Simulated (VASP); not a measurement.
A run of VASP 6.6.1:

Contents of INCAR:

```
PREC = Accurate ; ENCUT = 520
EDIFF = 1E-6 ; ISMEAR = -1
SIGMA = 0.05 ; LREAL = F
LASPH = T ; NELM = 60
ALGO = Normal ; ISIF = 2
LWAVE = F ; LCHARG = T
GGA = PS ; LELF = T
LVHAR = T ; NBANDS = 13
```

File KPOINTS:

```
Automatic mesh
0
Gamma
  12 12 12
```

POSCAR

```
W
1.0
    0.0000000000      2.0129403699      2.0129403699
    2.0129403699      0.0000000000      2.0129403699
    2.0129403699      2.0129403699      0.0000000000
W
1
Direct
    0.0000000000      0.0000000000      0.0000000000
```

Potentials or basis: VASP PAW PBE potentials, release 64 (W_sv).

The run is started by

```sh
$ cat potpaw_PBE.64/W_sv/POTCAR > POTCAR
$ mpirun -np 1 vasp_std > vasp.out
```

Hardware: 1 thread of AMD EPYC 7R13 Processor (Zen 3) (shared host).

Task: How long does it take, and how much memory?

Result: It took 13 s on 1 thread of AMD EPYC 7R13 Processor (Zen 3), with other jobs on the host, peak memory 0.12 GiB. Counts: scf iterations 11, k points 72.
